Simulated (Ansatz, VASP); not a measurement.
## Two plane-wave programs on Be

Contents of INCAR:

```
ALGO = Normal
DIPOL = 0.5 0.5 0.500
EDIFF = 1E-7
ENCUT = 520
GGA = PE
IDIPOL = 3
ISIF = 2
ISMEAR = 0
LASPH = True
LCHARG = False
LDIPOL = True
LREAL = False
LWAVE = False
NBANDS = 10
NELM = 80
PREC = Accurate
SIGMA = 0.1
```

Contents of KPOINTS:

```
k-points
0
Gamma
  8 8 1
```

Contents of POSCAR:

```
Be
1.0
    2.1579200000      0.0000000000      0.0000000000
    0.0000000000      2.1579200000      0.0000000000
    0.0000000000      0.0000000000     17.0000000000
Be
3
Direct
    0.5000000000      0.5000000000      0.5778076800
    0.5000000000      0.5000000000      0.4221923200
    0.5000000000      0.5000000000      0.5000000000
```

Input for Ansatz:

```yaml
crystal:
  lattice:
    - [2.15792, 0.0, 0.0]
    - [0.0, 2.15792, 0.0]
    - [0.0, 0.0, 17.0]
  atoms:
    - { symbol: Be, position: [0.5, 0.5, 0.57780768] }
    - { symbol: Be, position: [0.5, 0.5, 0.42219232] }
    - { symbol: Be, position: [0.5, 0.5, 0.5] }
  periodic: [true, true, false]
basis:
  ecutwfc: 420
kpoints:
  mp_grid: { grid: [8, 8, 1] }
hamiltonian:
  xc: pbe
scf:
  occupations: { method: gaussian, width: 0.1 }
  lower_state_search: "off"
output:
  forces: true
  stress: true
  eigenvalues: true
```

Alike in both runs: task single point; functional PBE; k mesh 8 × 8 × 1; occupations gaussian, width 0.1 eV; no spin polarisation.

|  | VASP | Ansatz |
| --- | --- | --- |
| version | VASP 6.6.1 | Ansatz 0.2.0 |
| potentials or method | VASP PAW PBE potentials, release 64 (Be), cutoff 520 eV | scalar-relativistic, plane waves, PAW |
| valence electrons in the cell | 6 | 6 |

```tsv
	VASP	Ansatz	Ansatz less VASP
gap on the k mesh at the Fermi level (eV)	none	none	-
rms of the force components (eV/Å)	6.997	6.883	-0.1140
```

Atom by atom the forces differ by 0.114 eV/Å (rms over components). A gap of «none» marks a metal or a gap that the smearing closes. The functional is the same, so the differences come from potentials, cutoffs and numerics. Ansatz's warnings: slab cell height set.

The k mesh is coarse, so the values compare programs but aren't converged.
